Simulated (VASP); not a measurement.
Runs of VASP 6.6.1 on BN. The structure is that of space group P-6m2 (No. 187), or close to it. The cells are those of the table. 

| cell | gap on the mesh (eV) | pressure (GPa) |
| --- | --- | --- |
| a = 2.650, b = 2.650, c = 6.003 Å, angles 90.0, 90.0, 120.0°, 4 atoms | 3.63 | (c) |
| a = 2.432, b = 2.432, c = 7.129 Å, angles 90.0, 90.0, 120.0°, 4 atoms | 4.51 | (a) |
| a = 2.300, b = 2.300, c = 7.969 Å, angles 90.0, 90.0, 120.0°, 4 atoms | 4.05 | 73.9 |
| a = 2.362, b = 2.362, c = 7.555 Å, angles 90.0, 90.0, 120.0°, 4 atoms | 4.31 | 47.9 |
| a = 2.470, b = 2.470, c = 6.911 Å, angles 90.0, 90.0, 120.0°, 4 atoms | 4.39 | (b) |
| a = 2.544, b = 2.544, c = 6.510 Å, angles 90.0, 90.0, 120.0°, 4 atoms | 4.16 | -10.2 |
| a = 2.581, b = 2.581, c = 6.328 Å, angles 90.0, 90.0, 120.0°, 4 atoms | 4.02 | -19.0 |
| a = 2.704, b = 2.704, c = 5.765 Å, angles 90.0, 90.0, 120.0°, 4 atoms | (d) | -42.6 |

Alike in all rows: task single point; level PBEsol; potentials or basis VASP PAW PBE potentials, release 64 (B, N); no spin polarisation; k mesh 12 × 12 × 4; cutoff (eV) 520; smearing gaussian 0.05 eV.

Q: Estimate the missing entries.

A: (a) 22.8; (b) 10.6; (c) -33.3; (d) 3.30.

Caveats: the PAW data sets were made with another functional, which shifts forces and pressure a little; this functional lacks dispersion, which binds the layers, so the pressure and a relaxed spacing across them are unreliable.

A k mesh can miss the band edges.
